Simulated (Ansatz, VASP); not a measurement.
# One calculation of WSe2, two programs

Contents of INCAR:

```
PREC = Accurate
ENCUT = 520
EDIFF = 1E-6
ISMEAR = 0
SIGMA = 0.05
LREAL = False
LASPH = True
NELM = 80
ALGO = Normal
ISIF = 2
LWAVE = False
LCHARG = False
GGA = PS
NBANDS = 20
```

KPOINTS

```
Automatic mesh
0
Gamma
  12 12 2
```

POSCAR

```
WSe2
1.0
    3.2702526784      0.0000000000      0.0000000000
   -1.6351263392      2.8321218963      0.0000000000
    0.0000000000      0.0000000000     17.1610535863
W Se
1 2
Direct
    0.0000000000      0.0000000000      0.0000000000
    0.3333333333      0.6666666667      0.1003992715
    0.3333333333      0.6666666667      0.8996007285
```

Input for Ansatz:

```yaml
crystal:
  lattice:
    - [3.2702526784, 0.0, 0.0]
    - [-1.6351263392, 2.8321218963, 0.0]
    - [0.0, 0.0, 17.1610535863]
  atoms:
    - { symbol: W, position: [0.0, 0.0, 0.0] }
    - { symbol: Se, position: [0.3333333333, 0.6666666667, 0.1003992715] }
    - { symbol: Se, position: [0.3333333333, 0.6666666667, 0.8996007285] }
basis:
  ecutwfc: 420
kpoints:
  mp_grid: { grid: [12, 12, 2] }
hamiltonian:
  xc: pbesol
scf:
  occupations: { method: gaussian, width: 0.05 }
output:
  forces: true
  stress: true
  eigenvalues: true
```

Change from the starting cell: strain +0.000 along x and y, +0.030 along z, atoms carried along.

Alike in both runs: task single point; functional PBEsol; k mesh 12 × 12 × 2; occupations gaussian, width 0.05 eV; no spin polarisation.

```csv
,VASP,Ansatz
version,VASP 6.6.1,Ansatz 0.2.0
potentials or method,"VASP PAW PBE potentials, release 64 (W_sv, Se), cutoff 520 eV","scalar-relativistic, plane waves, PAW"
valence electrons in the cell,26,46
```

|  | VASP | Ansatz | Ansatz less VASP |
| --- | --- | --- | --- |
| gap on the k mesh at the Fermi level (eV) | 1.51 | 1.51 | -0.001 |
| least direct gap on the mesh (eV) | 1.79 | 1.80 | +0.003 |
| rms of the force components (eV/Å) | 0.371 | 0.396 | +0.0250 |

VASP's potentials were made for PBE, not for PBEsol. Atom by atom the forces differ by 0.025 eV/Å (rms over components). VASP's potentials hold 26 valence electrons a cell and Ansatz's 46, so a difference there can come from the potentials and not from the codes.

Neither program's run includes spin-orbit coupling.
